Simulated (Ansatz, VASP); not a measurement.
## Two plane-wave programs on In3Sb2As

The input INCAR:

```
SYSTEM = In3Sb2As
PREC = Accurate
ENCUT = 520
EDIFF = 1E-6
ISMEAR = 0
SIGMA = 0.1
LREAL = .FALSE.
LASPH = .TRUE.
NELM = 60
ALGO = Normal
ISIF = 2
LWAVE = .FALSE.
LCHARG = .FALSE.
GGA = PE
NBANDS = 36
```

Contents of KPOINTS:

```
regular mesh
0
G
  6 1 6
  0 0 0
```

Contents of POSCAR:

```
In3Sb2As
1.0
    2.9805661500      0.0000000000      0.0000000000
    0.0000000000     17.2094771100      0.0000000000
    0.0000000000      0.0000000000      3.1306666800
In Sb As
3 2 1
Direct
    0.0000000000      0.1666666700      0.0000000000
    0.0000000000      0.5000000000      0.0000000000
    0.0000000000      0.8333333300      0.0000000000
    0.0000000000      0.3333333300      0.7500000000
    0.0000000000      0.6666666700      0.7500000000
    0.0000000000      0.0000000000      0.7500000000
```

Input for Ansatz:

```yaml
crystal:
  lattice:
    - [2.98056615, 0.0, 0.0]
    - [0.0, 17.20947711, 0.0]
    - [0.0, 0.0, 3.13066668]
  atoms:
    - { symbol: In, position: [0.0, 0.16666667, 0.0] }
    - { symbol: In, position: [0.0, 0.5, 0.0] }
    - { symbol: In, position: [0.0, 0.83333333, 0.0] }
    - { symbol: Sb, position: [0.0, 0.33333333, 0.75] }
    - { symbol: Sb, position: [0.0, 0.66666667, 0.75] }
    - { symbol: As, position: [0.0, 0.0, 0.75] }
basis:
  ecutwfc: 420
kpoints:
  mp_grid: { grid: [6, 1, 6] }
hamiltonian:
  xc: pbe
scf:
  occupations: { method: gaussian, width: 0.1 }
  lower_state_search: "off"
output:
  forces: true
  stress: true
  eigenvalues: true
```

Alike in both runs: task single point; functional PBE; k mesh 6 × 1 × 6; occupations gaussian, width 0.1 eV; no spin polarisation.

|  | VASP | Ansatz |
| --- | --- | --- |
| version | VASP 6.6.1 | Ansatz 0.2.0 |
| potentials or method | VASP PAW PBE potentials, release 64 (In_d, Sb, As), cutoff 520 eV | scalar-relativistic, plane waves, PAW |
| valence electrons in the cell | 54 | 84 |

Ansatz gave:

```
gap on the k mesh at the Fermi level (eV)                     : none
pressure (GPa)                                                : 2.0
traceless stress, the component that is largest in VASP (GPa) : 3.76
rms of the force components (eV/Å)                            : 0.229
```

**Question.** Estimate VASP's values.

**Answer.** gap on the k mesh at the Fermi level (eV): none; pressure (GPa): 2.0; traceless stress, the component that is largest in VASP (GPa): 3.75; rms of the force components (eV/Å): 0.229.

Atom by atom the forces differ by 0.000 eV/Å (rms over components). A gap of «none» marks a metal or a gap that the smearing closes. VASP's potentials hold 54 valence electrons a cell and Ansatz's 84, so a difference there can come from the potentials and not from the codes.

The k mesh is coarse, so the values compare programs but aren't converged. Neither program's run includes spin-orbit coupling.
